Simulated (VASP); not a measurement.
The system is HgTe.

```xyz
4
Lattice="4.6988 0.0000 0.0000 -2.3494 4.0693 0.0000 0.0000 0.0000 7.7111" Properties=species:S:1:pos:R:3 pbc="T T T"
Hg    0.0000    2.7128    0.0024
Hg    2.3494    1.3564    3.8580
Te    0.0000    2.7128    2.8892
Te    2.3494    1.3564    6.7447
```

| Quantity | Value |
| --- | --- |
| Program | VASP 6.6.1 |
| Task | relaxation of cell and atoms |
| Functional | r2SCAN |
| Potentials or basis | VASP PAW PBE potentials, release 64 (Hg, Te) |
| Cutoff | 600 eV |
| k mesh | 6 × 6 × 4 |
| Occupations | fermi-dirac, width 0.02 eV |
| Spin | no spin polarisation |

At the start: pressure -1.2 GPa; volume 36.86 Å³/atom.

How do energy, volume and symmetry change on relaxing?

Over 3 steps the energy falls by 4.8 meV/atom and the volume is 35.65 Å³/atom (-3.3 %); space group P6_3mc (No. 186, to 0.1 Å) before and after.

Step by step:
```tsv
step	energy change (eV)	largest force (eV/Å)	pressure (GPa)	volume (Å³)
1	0.0000	0.0001	-1.21	147.44
2	-0.0181	0.0063	0.29	141.59
3	-0.0190	0.0050	0.00	142.59
```

Final structure:
```
Hg Te
1.0
     4.64676    0.00000    0.00000
    -2.32338    4.02422    0.00000
     0.00000    0.00000    7.62530
Hg Te
2 2
Direct
  0.33333 0.66667 0.00032
  0.66667 0.33333 0.50031
  0.33333 0.66667 0.37468
  0.66667 0.33333 0.87468
```

Caveat: the structure was generated, so it needn't be the stable form of HgTe; the PAW data sets were made with another functional, which shifts forces and pressure a little.
